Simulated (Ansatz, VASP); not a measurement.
**One calculation of C, two programs**

```
CELL_PARAMETERS angstrom
0.00000 1.54811 1.54811
1.54811 0.00000 1.54811
1.54811 1.54811 0.00000
ATOMIC_POSITIONS crystal
C 0.00000 0.00000 0.00000
```

Alike in both runs: task single point; functional r2SCAN; k mesh 17 × 17 × 17; occupations fermi-dirac, width 0.1 eV; non-collinear spin, spin-orbit coupling.

```csv
,VASP,Ansatz
version,VASP 6.6.1,Ansatz 0.2.0
potentials or method,"VASP PAW PBE potentials, release 64 (C), cutoff 520 eV","plane waves (500 eV) with PAW, fully relativistic with spin-orbit coupling"
valence electrons in the cell,4,4
```

|  | VASP | Ansatz | Ansatz less VASP |
| --- | --- | --- | --- |
| net moment per atom (μB) | 0.00 | 0.00 | 0.000 |

VASP's potentials were made for PBE, not for r2SCAN.
